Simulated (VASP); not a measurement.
# Pt (Im-3m) in VASP: notebook

The runs below take Pt through single point, with HF.

All numbers are computed with VASP 6.6.1; they aren't measurements. Logs are shortened: lines on timing, memory, paths and dates and some standing lists are left out, and cuts for length are marked.

## (1) The cell of the first run

Symmetry: Im-3m, No. 229, cubic system. Conventional cell: a = 3.168 Å, b = 3.168 Å, c = 3.168 Å, α = 90.00°, β = 90.00°, γ = 90.00°. Within 3.6 Å of Pt (site symmetry m-3m) lie 14 Pt at 2.74 to 3.17 Å.

## (2) Single point, HF

File POSCAR:

```
Pt
1.0
   -1.5842200000      1.5842200000      1.5842200000
    1.5842200000     -1.5842200000      1.5842200000
    1.5842200000      1.5842200000     -1.5842200000
Pt
1
Direct
    0.0000000000      0.0000000000      0.0000000000
```

File INCAR.step1:

```
PREC     = Accurate       # precision mode
ENCUT    = 520            # plane-wave cutoff, eV
EDIFF    = 1E-5           # SCF threshold, eV
ISMEAR   = -1             # smearing method
SIGMA    = 0.05           # smearing width, eV
LREAL    = F              # projectors in reciprocal space
LASPH    = T              # aspherical terms in the spheres
NELM     = 80             # most SCF steps
ALGO     = Normal         # electronic algorithm
ISIF     = 2              # what is computed and relaxed
LWAVE    = T              # write WAVECAR
NBANDS   = 11             # bands
GGA      = PE             # functional
```

File INCAR.step2:

```
PREC     = Accurate       # precision mode
ENCUT    = 520            # plane-wave cutoff, eV
EDIFF    = 1E-6           # SCF threshold, eV
ISMEAR   = -1             # smearing method
SIGMA    = 0.05           # smearing width, eV
LREAL    = F              # projectors in reciprocal space
LASPH    = T              # aspherical terms in the spheres
NELM     = 80             # most SCF steps
ALGO     = Normal         # electronic algorithm
ISIF     = 2              # what is computed and relaxed
LWAVE    = F              # write WAVECAR
LCHARG   = T              # write CHGCAR
GGA      = PE             # functional
LHFCALC  = T              # exact exchange
AEXX     = 1.0            # exact-exchange fraction
ALDAC    = 0.0          
AGGAC    = 0.0          
PRECFOCK = Normal       
LELF     = T              # ELF
LVHAR    = T            
NBANDS   = 11             # bands
ISTART   = 1
```

File KPOINTS:

```
Automatic mesh
0
Gamma
  6 6 6
```

Potentials or basis: VASP PAW PBE potentials, release 64 (Pt).

Started as:

```sh
$ cat potpaw_PBE.64/Pt/POTCAR > POTCAR
$ cp INCAR.step1 INCAR
$ mpirun -np 1 vasp_std > vasp.out
$ cp INCAR.step2 INCAR
$ mpirun -np 1 vasp_std > vasp.out
```

OUTCAR:

```text
PREC = Accurate
   ENCUT = 520
   EDIFF = 1E-6
   ISMEAR = -1
   LREAL = F
   LASPH = T
   NELM = 80
   ISIF = 2
   GGA = PE
   LHFCALC = T
   AEXX = 1.0
   PRECFOCK = Normal
   ISTART = 1

 ion  position               nearest neighbor table
   1  0.000  0.000  0.000-

  LATTYP: Found a body centered cubic cell.
 ALAT       =     3.1684400000

  Lattice vectors:

 A1 = (  -1.5842200000,   1.5842200000,   1.5842200000)
 A2 = (   1.5842200000,  -1.5842200000,   1.5842200000)
 A3 = (   1.5842200000,   1.5842200000,  -1.5842200000)

Analysis of symmetry for initial positions (statically):
=====================================================================
 Subroutine PRICEL returns:
 Original cell was already a primitive cell.

 Routine SETGRP: Setting up the symmetry group for a
 body centered cubic supercell.

 Subroutine GETGRP returns: Found 48 space group operations
[... 9 lines left out ...]

 Routine SETGRP: Setting up the symmetry group for a
 body centered cubic supercell.

 Subroutine GETGRP returns: Found 48 space group operations
[... 11 lines left out ...]
                                     Primitive cell

  volume of cell :      15.9040

  direct lattice vectors                    reciprocal lattice vectors
    -1.584220000  1.584220000  1.584220000     0.000000000  0.315612731  0.315612731
     1.584220000 -1.584220000  1.584220000     0.315612731  0.000000000  0.315612731
     1.584220000  1.584220000 -1.584220000     0.315612731  0.315612731  0.000000000

  length of vectors
     2.743949530  2.743949530  2.743949530     0.446343804  0.446343804  0.446343804

  position of ions in fractional coordinates (direct lattice)
     0.000000000  0.000000000  0.000000000

  ion indices of the primitive-cell ions
   primitive index   ion index
                 1           1

----------------------------------------------------------------------------------------

 KPOINTS: Automatic mesh

Automatic generation of k-mesh.
 Grid dimensions read from file:
 generate k-points for:    6    6    6

 Generating k-lattice:

[... 56 lines left out ...]
   IBRION =     -1    ionic relax: 0-MD 1-quasi-New 2-CG
   NFREE  =      0    steps in history (QN), initial steepest desc. (CG)
   ISIF   =      2    stress and relaxation
   ISYM   =      3    0-nonsym 1-usesym 2-fastsym
   POTIM  = 0.5000    time-step for ionic-motion
   TEBEG  =    0.0;   TEEND  =   0.0 temperature during run
   PSTRESS=    0.0 pullay stress
   NELECT =      10.0000    total number of electrons
   NUPDOWN=      -1.0000    fix difference up-down
   EMIN   =  10.00;   EMAX   =-10.00  energy-range for DOS
   EFERMI =   0.00;   METHOD = LEGACY
   ISMEAR =    -1;   SIGMA  =   0.05  broadening in eV -4-tet -1-fermi 0-gaus
   EFERMI_NEDOS =   21; number of points for ismear=-14 and -15
   IALGO  =     38    algorithm
   IMIX   =      1    mixing-type and parameters
     AMIX     =   0.40;   BMIX     =  1.00
     AMIX_MAG =   1.60;   BMIX_MAG =  1.00
  volume/ion in A,a.u.               =      15.90       107.33
  Fermi-wavevector in a.u.,A,eV,Ry     =   1.402510  2.650360 26.763132  1.967035
  Thomas-Fermi vector in A             =   2.525265
   LORBIT       =      0    0 simple, 1 ext, 2 COOP (PROOUT), +10 PAW based schemes
   GGA     = PE    functional components
   LHFCALC =     T    Hartree Fock is set to
   PRECFOCK=normal    Normal, Fast or Accurate (Low or Medium for compatibility)
   ENCUT4O =  -1.0   cutoff for four orbital integrals eV
   NKREDX  =     1    reduce k-point grid by
   NKREDY  =     1    reduce k-point grid by
   NKREDZ  =     1    reduce k-point grid by
   AEXX    =    1.0000 exact exchange contribution
   HFSCREEN=    0.0000 screening length (either q_TF or 0.3 A-1)
   HFSCREENC=   0.0000 screening length for correlation (either q_TF or 0.3 A-1)
   ENCUTFOCK=  -1.0 apply spherical cutoff to Coloumb kernel
   IVDW    =     0    specifies the selected vdW correction
   LEPSILON=     F    determine dielectric tensor
   LRPA    =     F    only Hartree local field effects (RPA)
 non-spin polarized calculation
  energy-cutoff  :      520.00
  volume of cell :       15.90
 maximum number of plane-waves:       438
  NGX = 16; NGY = 16; NGZ = 16

 number of electron      10.0000000 magnetization

 Free energy of the ion-electron system (eV)
  ---------------------------------------------------
  ext. energy  EPLUGINS =         0.00000000
  ---------------------------------------------------
  free energy    TOTEN  =        -9.75375517 eV

  energy without entropy =       -9.75056811  energy(sigma->0) =       -9.75216164

 E-fermi :  10.2063     XC(G=0):   0.0000

 val. band max:        7.3340658367   @ k =  -0.3333   0.3333   0.3333
 cond. band min:      10.3262181229   @ k =  -0.3333   0.5000   0.1667
 fundamental gap:      2.9921522862
 Fermi energy:        10.2063233594

 k-point     1 :       0.0000    0.0000    0.0000
  band No.  band energies     occupation
      1      -3.8408      2.00000
      2       2.0870      2.00000
      3       2.0870      2.00000
      4       2.0870      2.00000
      5       4.2027      2.00000
      6       4.2027      2.00000
      7      34.0490      0.00000
      8      34.0490      0.00000
      9      34.0490      0.00000
     10      44.9214      0.00000
     11      44.9214      0.00000
[... 197 lines left out ...]
 k-point    16 :       0.5000    0.5000    0.5000
  band No.  band energies     occupation
      1      -1.9351      2.00000
      2      -1.9351      2.00000
      3      11.8243      0.00000
      4      11.8243      0.00000
      5      11.8243      0.00000
      6      23.2176      0.00000
      7      23.2176      0.00000
      8      23.2176      0.00000
      9      31.0220      0.00000
     10      36.1958      0.00000
     11      36.1958      0.00000

------------------------ aborting loop because EDIFF is reached ----------------------------------------

  FORCE on cell =-STRESS in cart. coord.  units (eV):
  Direction    XX          YY          ZZ          XY          YZ          ZX
  --------------------------------------------------------------------------------------
  -------------------------------------------------------------------------------------
  Total        0.0246239      0.0246239      0.0246239      0.0000000     -0.0000000      0.0000000
  in kB        2.4806283      2.4806283      2.4806283      0.0000000     -0.0000000      0.0000000
  external PRESSURE =       2.4806283 kB  Pullay stress =       0.0000000 kB

 VOLUME and BASIS-vectors are now :
 -----------------------------------------------------------------------------
  energy-cutoff  :      520.00
  volume of cell :       15.90
      direct lattice vectors                 reciprocal lattice vectors
    -1.584220000  1.584220000  1.584220000     0.000000000  0.315612731  0.315612731
     1.584220000 -1.584220000  1.584220000     0.315612731  0.000000000  0.315612731
     1.584220000  1.584220000 -1.584220000     0.315612731  0.315612731  0.000000000

 POSITION                                       TOTAL-FORCE (eV/Angst)
 -----------------------------------------------------------------------------------
      0.00000      0.00000      0.00000         0.000000      0.000000     -0.000000
 -----------------------------------------------------------------------------------
    total drift:                                0.000000      0.000000     -0.000000

  FREE ENERGIE OF THE ION-ELECTRON SYSTEM (eV)
  ---------------------------------------------------
  free  energy   TOTEN  =        -9.7537551727 eV

  energy  without entropy=       -9.7505681062  energy(sigma->0) =       -9.75216164
```

OUTCAR.step1:

```text
PREC = Accurate
   ENCUT = 520
   EDIFF = 1E-5
   ISMEAR = -1
   LREAL = F
[... 428 lines left out ...]

 POSITION                                       TOTAL-FORCE (eV/Angst)
 -----------------------------------------------------------------------------------
      0.00000      0.00000      0.00000        -0.000000      0.000000      0.000000
 -----------------------------------------------------------------------------------
    total drift:                               -0.000000      0.000000      0.000000

  FREE ENERGIE OF THE ION-ELECTRON SYSTEM (eV)
  ---------------------------------------------------
  free  energy   TOTEN  =        -6.0037622439 eV

  energy  without entropy=       -5.9973256347  energy(sigma->0) =       -6.00054394
```

OSZICAR.step1:

```text
N       E                     dE             d eps       ncg     rms          rms(c)
DAV:   1     0.417942412552E+02    0.41794E+02   -0.53196E+03   352   0.844E+02
DAV:   2    -0.568003012936E+01   -0.47474E+02   -0.45413E+02   409   0.179E+02
DAV:   3    -0.633778204216E+01   -0.65775E+00   -0.65634E+00   408   0.203E+01
DAV:   4    -0.634029616058E+01   -0.25141E-02   -0.25139E-02   403   0.147E+00
DAV:   5    -0.634031682499E+01   -0.20664E-04   -0.20664E-04   412   0.122E-01    0.107E+01
DAV:   6    -0.602895990282E+01    0.31136E+00   -0.75455E-01   379   0.687E+00    0.573E+00
DAV:   7    -0.600648128511E+01    0.22479E-01   -0.59097E-02   403   0.189E+00    0.254E+00
DAV:   8    -0.600388250827E+01    0.25988E-02   -0.16370E-03   379   0.278E-01    0.204E-01
DAV:   9    -0.600375869293E+01    0.12382E-03   -0.60612E-04   391   0.194E-01    0.137E-02
DAV:  10    -0.600376224386E+01   -0.35509E-05   -0.44739E-06   248   0.242E-02
   1 F= -.60037622E+01 E0= -.60005439E+01  d E =-.643661E-02
```

Run time: 11 min. Hardware: 1 thread of Intel Xeon Platinum 8259CL at 2.50GHz (Skylake/Cascade Lake), shared host; peak memory 0.14 GiB.

What came out:

* Free energy: -9.7538 eV
* Pressure: 0.2 GPa
* Band gap on the k mesh: zero (band 5 reaches 12.46 eV, above the bottom of band 6 at 4.20 eV)

Caveat: the k points lie up to 0.47 Å⁻¹ apart; the PAW data sets were made with another functional, which shifts forces and pressure a little; spin-orbit coupling is left out, which moves the levels of the heavy elements.

## (3) Single point, HF

POSCAR is that of step 2.

File INCAR.step1:

```
SYSTEM = Pt
PREC     = Accurate       ! precision mode
ENCUT    = 520            ! plane-wave cutoff, eV
EDIFF    = 1E-5           ! SCF threshold, eV
ISMEAR   = -1             ! smearing method
SIGMA    = 0.05           ! smearing width, eV
LREAL    = .False.        ! projectors in reciprocal space
LASPH    = .True.         ! aspherical terms in the spheres
NELM     = 80             ! most SCF steps
ALGO     = Normal         ! electronic algorithm
ISIF     = 2              ! what is computed and relaxed
LWAVE    = .True.         ! write WAVECAR
LCHARG   = .False.        ! write CHGCAR
GGA      = PE             ! functional
NBANDS   = 11             ! bands
```

File INCAR.step2:

```
SYSTEM = Pt
PREC     = Accurate       ! precision mode
ENCUT    = 520            ! plane-wave cutoff, eV
EDIFF    = 1E-6           ! SCF threshold, eV
ISMEAR   = -1             ! smearing method
SIGMA    = 0.05           ! smearing width, eV
LREAL    = .False.        ! projectors in reciprocal space
LASPH    = .True.         ! aspherical terms in the spheres
NELM     = 80             ! most SCF steps
ALGO     = Normal         ! electronic algorithm
ISIF     = 2              ! what is computed and relaxed
LWAVE    = .False.        ! write WAVECAR
LCHARG   = .False.        ! write CHGCAR
GGA      = PE             ! functional
LHFCALC  = .True.         ! exact exchange
AEXX     = 1.0            ! exact-exchange fraction
ALDAC    = 0.0          
AGGAC    = 0.0          
PRECFOCK = Normal       
ISTART   = 1            
NBANDS   = 11             ! bands
```

File KPOINTS:

```
regular mesh
0
Gamma
  6 6 6
  0 0 0
```

Potentials or basis: VASP PAW PBE potentials, release 64 (Pt).

Started as:

```sh
$ cat potpaw_PBE.64/Pt/POTCAR > POTCAR
$ cp INCAR.step1 INCAR
$ mpirun -np 1 vasp_std > vasp.out
$ cp INCAR.step2 INCAR
$ mpirun -np 1 vasp_std > vasp.out
```

Run time: 10 min. Hardware: 1 thread of Intel Xeon Platinum 8259CL at 2.50GHz (Skylake/Cascade Lake), shared host; peak memory 0.14 GiB.

The run converged. Its results:

```
Free energy            : -9.7538 eV
Pressure               : 0.2 GPa
Band gap on the k mesh : zero (band 5 reaches 12.46 eV, above the bottom of band 6 at 4.20 eV)
```

Levels at points of the mesh, in eV from the Fermi level:
| k point | band 1 | band 2 | band 3 | band 4 | band 5 | band 6 | band 7 | band 8 | band 9 | band 10 |
| --- | --- | --- | --- | --- | --- | --- | --- | --- | --- | --- |
| (0.00, 0.00, 0.00) | -14.05 | -8.12 | -8.12 | -8.12 | -6.00 | -6.00 | 23.84 | 23.84 | 23.84 | 34.72 |
| (0.50, 0.00, 0.00) | -11.85 | -9.92 | -5.68 | -5.24 | 2.25 | 2.75 | 12.16 | 19.49 | 22.97 | 31.89 |
| (0.50, 0.50, 0.50) | -12.14 | -12.14 | 1.62 | 1.62 | 1.62 | 13.01 | 13.01 | 13.01 | 20.82 | 25.99 |

Caveat: the k points lie up to 0.47 Å⁻¹ apart; the PAW data sets were made with another functional, which shifts forces and pressure a little; spin-orbit coupling is left out, which moves the levels of the heavy elements.
